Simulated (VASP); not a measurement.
# CrIn7N8 (P3m1) in VASP: single point with PBEsol+U

Aim: the single point of CrIn7N8 with PBEsol+U.

Everything below comes from runs of VASP 6.6.1. Logs are shortened: lines on timing, memory, paths and dates and some standing lists are left out, and cuts for length are marked.

## (1) The cell of the first run

Symmetry: P3m1, No. 156, trigonal system. The conventional cell has a = 7.066 Å, b = 7.066 Å, c = 5.693 Å, α = 90.00°, β = 90.00°, γ = 120.00°. Cr (site symmetry 3m) has 4 N at 1.95 to 2.00 Å within 2.6 Å. Within 2.9 Å of In (site symmetry m) lie 4 N at 2.15 to 2.21 Å. Within 2.9 Å of In (site symmetry m) lie 4 N at 2.16 to 2.21 Å. Within 2.9 Å of In (site symmetry 3m) lie 4 N at 2.16 Å. Within 2.6 Å of N (site symmetry 3m) lie 1 Cr at 1.95 Å and 3 In at 2.20 Å. Within 2.9 Å of N (site symmetry m) lie 4 In at 2.16 to 2.17 Å. Within 2.6 Å of N (site symmetry m) lie 1 Cr at 2.00 Å and 3 In at 2.21 Å. Within 2.9 Å of N (site symmetry 3m) lie 4 In at 2.15 to 2.16 Å.

## (2) Single point, PBEsol+U

The input, INCAR:

```
  PREC = Accurate
  ENCUT = 600
  EDIFF = 1E-6
  ISMEAR = 0
  SIGMA = 0.05
  LREAL = F
  LASPH = T
  NELM = 200
  ALGO = Normal
  ISIF = 2
  LWAVE = F
  LCHARG = T
  LMAXMIX = 4
  LDAU = T
  LDAUTYPE = 2
  LDAUL = 2 -1 -1
  LDAUU = 5 0 0
  LDAUJ = 0 0 0
  LDAUPRINT = 1
  GGA = PS
  LELF = T
  LVHAR = T
  NBANDS = 86
  GGA_COMPAT = F
```

The input, KPOINTS:

```
Automatic mesh
0
Gamma
  3 3 3
```

The input, POSCAR:

```
CrIn7N8
1.0
    7.0660019000      0.0000000000      0.0000000000
   -3.5330010000      6.1193372000      0.0000000000
    0.0000000000      0.0000000000      5.6930000000
Cr In N
1 7 8
Direct
    0.1666666667      0.3333333333      0.0036574946
    0.1675967231      0.8337983616      0.0028944307
    0.6662016384      0.3324032769      0.0028944307
    0.6662016384      0.8337983616      0.0028944307
    0.3309014108      0.1690985892      0.5023576432
    0.3309014108      0.6618028215      0.5023576432
    0.8381971785      0.1690985892      0.5023576432
    0.8333333333      0.6666666667      0.5037897257
    0.1666666667      0.3333333333      0.3466664878
    0.1681315506      0.8340657753      0.3847391353
    0.6659342247      0.3318684494      0.3847391353
    0.6659342247      0.8340657753      0.3847391353
    0.3210743043      0.1789256957      0.8906402141
    0.3210743043      0.6421486086      0.8906402141
    0.8578513914      0.1789256957      0.8906402141
    0.8333333333      0.6666666667      0.8839920218
```

Potentials or basis: VASP PAW PBE potentials, release 64 (Cr_pv, In_d, N).

Command:

```bash
$ cat potpaw_PBE.64/Cr_pv/POTCAR potpaw_PBE.64/In_d/POTCAR potpaw_PBE.64/N/POTCAR > POTCAR
$ mpirun -np 1 vasp_std > vasp.out
```

OUTCAR:

```text
PREC = Accurate
   ENCUT = 600
   EDIFF = 1E-6
   ISMEAR = 0
   LREAL = F
   LASPH = T
   NELM = 200
   ISIF = 2
   GGA = PS

 ion  position               nearest neighbor table
   1  0.167  0.333  0.004-   9 1.95  15 2.00  13 2.00  14 2.00   7 3.48   5 3.48   6 3.48   7 3.49
                             5 3.49   6 3.49   3 3.53   3 3.53   4 3.53   4 3.53   2 3.53   2 3.53
   2  0.168  0.834  0.003-  16 2.15  10 2.17  14 2.21  13 2.21   8 3.50   6 3.51   5 3.51   8 3.51
                             6 3.51   5 3.51   4 3.52   3 3.52   1 3.53   1 3.53   4 3.54   3 3.54
   3  0.666  0.332  0.003-  16 2.15  11 2.17  13 2.21  15 2.21   8 3.50   5 3.51   7 3.51   8 3.51
                             5 3.51   7 3.51   2 3.52   4 3.52   1 3.53   1 3.53   2 3.54   4 3.54
   4  0.666  0.834  0.003-  16 2.15  12 2.17  14 2.21  15 2.21   8 3.50   6 3.51   7 3.51   8 3.51
                             6 3.51   7 3.51   2 3.52   3 3.52   1 3.53   1 3.53   2 3.54   3 3.54
   5  0.331  0.169  0.502-  11 2.16  10 2.16   9 2.20  13 2.21   1 3.48   7 3.48   6 3.48   1 3.49
                             3 3.51   2 3.51   3 3.51   2 3.51   8 3.53   8 3.53   7 3.58   6 3.58
   6  0.331  0.662  0.502-  12 2.16  10 2.16   9 2.20  14 2.21   1 3.48   7 3.48   5 3.48   1 3.49
                             4 3.51   2 3.51   4 3.51   2 3.51   8 3.53   8 3.53   7 3.58   5 3.58
   7  0.838  0.169  0.502-  11 2.16  12 2.16   9 2.20  15 2.21   1 3.48   5 3.48   6 3.48   1 3.49
                             3 3.51   4 3.51   3 3.51   4 3.51   8 3.53   8 3.53   5 3.58   6 3.58
   8  0.833  0.667  0.504-  10 2.16  12 2.16  11 2.16  16 2.16   2 3.50   4 3.50   3 3.50   2 3.51
                             4 3.51   3 3.51   6 3.53   6 3.53   5 3.53   5 3.53   7 3.53   7 3.53
   9  0.167  0.333  0.347-   1 1.95   7 2.20   5 2.20   6 2.20
  10  0.168  0.834  0.385-   6 2.16   5 2.16   8 2.16   2 2.17
  11  0.666  0.332  0.385-   5 2.16   7 2.16   8 2.16   3 2.17
  12  0.666  0.834  0.385-   6 2.16   7 2.16   8 2.16   4 2.17
  13  0.321  0.179  0.891-   1 2.00   3 2.21   2 2.21   5 2.21
  14  0.321  0.642  0.891-   1 2.00   4 2.21   2 2.21   6 2.21
  15  0.858  0.179  0.891-   1 2.00   3 2.21   4 2.21   7 2.21
  16  0.833  0.667  0.884-   2 2.15   4 2.15   3 2.15   8 2.16

  LATTYP: Found a hexagonal cell.
 ALAT       =     7.0660019000
 C/A-ratio  =     0.8056889993

  Lattice vectors:

 A1 = (   7.0660019000,   0.0000000000,   0.0000000000)
 A2 = (  -3.5330010000,   6.1193372000,   0.0000000000)
 A3 = (   0.0000000000,   0.0000000000,   5.6930000000)

Analysis of symmetry for initial positions (statically):
=====================================================================
 Subroutine PRICEL returns:
 Original cell was already a primitive cell.

 Routine SETGRP: Setting up the symmetry group for a
 hexagonal supercell.

 Subroutine GETGRP returns: Found  6 space group operations
 (whereof  2 operations were pure point group operations)
 out of a pool of 24 trial point group operations.

The static configuration has the point symmetry C_1h.
 The point group associated with its full space group is C_3v.

Analysis of symmetry for dynamics (positions and initial velocities):
=====================================================================
 Subroutine PRICEL returns:
 Original cell was already a primitive cell.

 Routine SETGRP: Setting up the symmetry group for a
 hexagonal supercell.

 Subroutine GETGRP returns: Found  6 space group operations
 (whereof  2 operations were pure point group operations)
 out of a pool of 24 trial point group operations.

The dynamic configuration has the point symmetry C_1h.
 The point group associated with its full space group is C_3v.

 Subroutine INISYM returns: Found  6 space group operations
 (whereof  2 operations are pure point group operations),
 and found     1 'primitive' translations

----------------------------------------------------------------------------------------

                                     Primitive cell

  volume of cell :     246.1610

  direct lattice vectors                    reciprocal lattice vectors
[... 102 lines left out ...]
   NFREE  =      0    steps in history (QN), initial steepest desc. (CG)
   ISIF   =      2    stress and relaxation
   ISYM   =      2    0-nonsym 1-usesym 2-fastsym
   POTIM  = 0.5000    time-step for ionic-motion
   TEBEG  =    0.0;   TEEND  =   0.0 temperature during run
   PSTRESS=    0.0 pullay stress
   NELECT =     143.0000    total number of electrons
   NUPDOWN=      -1.0000    fix difference up-down
   EMIN   =  10.00;   EMAX   =-10.00  energy-range for DOS
   EFERMI =   0.00;   METHOD = LEGACY
   ISMEAR =     0;   SIGMA  =   0.05  broadening in eV -4-tet -1-fermi 0-gaus
   EFERMI_NEDOS =   21; number of points for ismear=-14 and -15
   IALGO  =     38    algorithm
   IMIX   =      4    mixing-type and parameters
     AMIX     =   0.40;   BMIX     =  1.00
     AMIX_MAG =   1.60;   BMIX_MAG =  1.00
  volume/ion in A,a.u.               =      15.39       103.82
  Fermi-wavevector in a.u.,A,eV,Ry     =   1.365989  2.581344 25.387448  1.865925
  Thomas-Fermi vector in A             =   2.492169
   LORBIT       =      0    0 simple, 1 ext, 2 COOP (PROOUT), +10 PAW based schemes
 LDA+U is selected, type is set to LDAUTYPE =  2
   angular momentum for each species LDAUL =     2   -1   -1
   U (eV)           for each species LDAUU =   5.0  0.0  0.0
   J (eV)           for each species LDAUJ =   0.0  0.0  0.0
   GGA     = PS    functional components
   LHFCALC =     F    Hartree Fock is set to
   AEXX    =    0.0000 exact exchange contribution
   IVDW    =     0    specifies the selected vdW correction
   LEPSILON=     F    determine dielectric tensor
   LRPA    =     F    only Hartree local field effects (RPA)
 non-spin polarized calculation
 Gauss-broadening in eV      SIGMA  =   0.05
  energy-cutoff  :      600.00
  volume of cell :      246.16
 maximum number of plane-waves:      8226
   NGX = 29   NGY = 29   NGZ = 23

atom =   1  type =  1  l = 2

 onsite density matrix

spin component  1

  0.3659 -0.0000  0.0000 -0.2436  0.0000
 -0.0000  0.5526 -0.0000 -0.0000 -0.2436
  0.0000 -0.0000  0.2184 -0.0000  0.0000
 -0.2436 -0.0000 -0.0000  0.5526  0.0000
  0.0000 -0.2436  0.0000  0.0000  0.3659

spin component  2

  0.3659 -0.0000  0.0000 -0.2436  0.0000
 -0.0000  0.5526 -0.0000 -0.0000 -0.2436
  0.0000 -0.0000  0.2184 -0.0000  0.0000
 -0.2436 -0.0000 -0.0000  0.5526  0.0000
  0.0000 -0.2436  0.0000  0.0000  0.3659

 occupancies and eigenvectors

  o =  0.1984  v = -0.7634 -0.2132  0.0000 -0.5250 -0.3100  0.0000  0.0000  0.0000  0.0000  0.0000      0.0000  0.0000  0.0000  0.0000  0.0000  0.0000  0.0000  0.0000  0.0000  0.0000
  o =  0.1984  v =  0.0000  0.0000  0.0000  0.0000  0.0000 -0.7634 -0.2132  0.0000 -0.5250 -0.3100      0.0000  0.0000  0.0000  0.0000  0.0000  0.0000  0.0000  0.0000  0.0000  0.0000
  o =  0.1984  v = -0.3100  0.5250 -0.0000 -0.2132  0.7634  0.0000  0.0000  0.0000  0.0000  0.0000      0.0000  0.0000  0.0000  0.0000  0.0000  0.0000  0.0000  0.0000  0.0000  0.0000
  o =  0.1984  v =  0.0000  0.0000  0.0000  0.0000  0.0000 -0.3100  0.5250 -0.0000 -0.2132  0.7634      0.0000  0.0000  0.0000  0.0000  0.0000  0.0000  0.0000  0.0000  0.0000  0.0000
  o =  0.2184  v =  0.0000  0.0000  1.0000  0.0000  0.0000  0.0000  0.0000  0.0000  0.0000  0.0000      0.0000  0.0000  0.0000  0.0000  0.0000  0.0000  0.0000  0.0000  0.0000  0.0000
  o =  0.2184  v =  0.0000  0.0000  0.0000  0.0000  0.0000  0.0000  0.0000  1.0000  0.0000  0.0000      0.0000  0.0000  0.0000  0.0000  0.0000  0.0000  0.0000  0.0000  0.0000  0.0000
  o =  0.7201  v =  0.0000  0.0000  0.0000  0.0000  0.0000 -0.5250  0.3100 -0.0000  0.7634 -0.2132      0.0000  0.0000  0.0000  0.0000  0.0000  0.0000  0.0000  0.0000  0.0000  0.0000
  o =  0.7201  v = -0.5250  0.3100 -0.0000  0.7634 -0.2132  0.0000  0.0000  0.0000  0.0000  0.0000      0.0000  0.0000  0.0000  0.0000  0.0000  0.0000  0.0000  0.0000  0.0000  0.0000
  o =  0.7201  v =  0.0000  0.0000  0.0000  0.0000  0.0000  0.2132  0.7634 -0.0000 -0.3100 -0.5250      0.0000  0.0000  0.0000  0.0000  0.0000  0.0000  0.0000  0.0000  0.0000  0.0000
  o =  0.7201  v =  0.2132  0.7634 -0.0000 -0.3100 -0.5250  0.0000  0.0000  0.0000  0.0000  0.0000      0.0000  0.0000  0.0000  0.0000  0.0000  0.0000  0.0000  0.0000  0.0000  0.0000

 number of electron     142.9999996 magnetization

 Free energy of the ion-electron system (eV)
  ---------------------------------------------------
  ext. energy  EPLUGINS =         0.00000000
  ---------------------------------------------------
  free energy    TOTEN  =       -93.53698948 eV

  energy without entropy =      -93.52215201  energy(sigma->0) =      -93.52957075

 E-fermi :   6.9681     XC(G=0): -10.9053

 val. band max:        6.9604565456   @ k =   0.3333   0.3333   0.0000
 cond. band min:       6.9883087289   @ k =   0.3333   0.0000   0.3333
 fundamental gap:      0.0278521832
 Fermi energy:         6.9680725494

 k-point     1 :       0.0000    0.0000    0.0000
  band No.  band energies     occupation
      1     -36.0064      2.00000
      2     -36.0064      2.00000
      3     -35.9468      2.00000
      4      -8.7390      2.00000
      5      -8.7217      2.00000
      6      -8.7217      2.00000
[... 591 lines left out ...]
     82      11.3919      0.00000
     83      11.7228      0.00000
 [bands above 83 left out]

------------------------ aborting loop because EDIFF is reached ----------------------------------------

  FORCE on cell =-STRESS in cart. coord.  units (eV):
  Direction    XX          YY          ZZ          XY          YZ          ZX
  --------------------------------------------------------------------------------------
  -------------------------------------------------------------------------------------
  Total       -5.7963176     -5.7963177     -5.1274966      0.0000000      0.0000000      0.0000000
  in kB      -37.7262323    -37.7262329    -33.3731070      0.0000003      0.0000000      0.0000000
  external PRESSURE =     -36.2751908 kB  Pullay stress =       0.0000000 kB

 VOLUME and BASIS-vectors are now :
 -----------------------------------------------------------------------------
  energy-cutoff  :      600.00
  volume of cell :      246.16
      direct lattice vectors                 reciprocal lattice vectors
     7.066001900  0.000000000  0.000000000     0.141522747  0.081708197  0.000000000
    -3.533001000  6.119337200  0.000000000     0.000000000  0.163416391  0.000000000
     0.000000000  0.000000000  5.693000000     0.000000000  0.000000000  0.175654312

 POSITION                                       TOTAL-FORCE (eV/Angst)
 -----------------------------------------------------------------------------------
     -0.00000      2.03978      0.02082         0.000000      0.000000     -0.090471
     -1.76157      5.10229      0.01648        -0.010192     -0.005884     -0.009154
      3.53300      2.03409      0.01648        -0.000000      0.011768     -0.009154
      1.76157      5.10229      0.01648         0.010192     -0.005884     -0.009154
      1.74072      1.03477      2.85992        -0.108000      0.062354      0.024024
     -0.00000      4.04979      2.85992         0.000000     -0.124707      0.024024
[... 8 lines left out ...]
      5.42943      1.09491      5.07041         0.091620      0.052897     -0.039438
      3.53300      4.07956      5.03257         0.000000      0.000000     -0.026880
 -----------------------------------------------------------------------------------
    total drift:                                0.000002     -0.000002     -0.001410

  FREE ENERGIE OF THE ION-ELECTRON SYSTEM (eV)
  ---------------------------------------------------
  free  energy   TOTEN  =       -93.5369894821 eV

  energy  without entropy=      -93.5221520114  energy(sigma->0) =      -93.52957075
```

Run time: 11 min. Hardware: 1 thread of Intel Xeon 8259CL, shared host; peak memory 0.48 GiB.

Results:

```yaml
Free_energy: -93.5370 eV
Pressure: -3.6 GPa
Largest_force: 0.127 eV/Å
Band_gap_on_the_k_mesh: zero (an odd number of electrons rules out a gap without spin polarisation)
```

Forces on the atoms (eV/Å):
```
Cr   0.000  0.000 -0.090
In  -0.010 -0.006 -0.009
In   0.000  0.012 -0.009
In   0.010 -0.006 -0.009
In  -0.108  0.062  0.024
In   0.000 -0.125  0.024
In   0.108  0.062  0.024
In   0.000  0.000  0.023
N    0.000  0.000  0.078
N    0.008  0.004  0.030
N    0.000 -0.009  0.030
N   -0.008  0.004  0.030
N   -0.092  0.053 -0.039
N    0.000 -0.106 -0.039
N    0.092  0.053 -0.039
N    0.000  0.000 -0.027
```

Stress tensor (GPa, compression positive):
```
-3.77  0.00  0.00
 0.00 -3.77  0.00
 0.00  0.00 -3.34
```

Levels at points of the mesh, in eV from the Fermi level:
| k point | band 70 | band 71 | band 72 | band 73 | band 74 | band 75 |
| --- | --- | --- | --- | --- | --- | --- |
| (0.00, 0.00, 0.00) | -1.22 | -0.88 | -0.03 | -0.03 | 1.94 | 2.08 |

Eigenvalues of the final occupation matrices:
| site | spin | trace | eigenvalues |
| --- | --- | --- | --- |
| site 1 d | 1 | 2.06 | 0.20 0.20 0.22 0.72 0.72 |
| site 1 d | 2 | 2.06 | 0.20 0.20 0.22 0.72 0.72 |

Caveat: the k points lie up to 0.37 Å⁻¹ apart, too coarse for converged energies and pressures of a metal; the PAW data sets were made with another functional, which shifts forces and pressure a little; spin-orbit coupling is left out, which moves the levels of the heavy elements; the run has no spin polarisation, though such a crystal can be magnetic; U without spin polarisation on a metal has little footing. Spin polarisation is off, so any magnetic state and its effect on volume and gap are missing.

The gap in the log of VASP goes by the Fermi energy; the results here count the filled bands.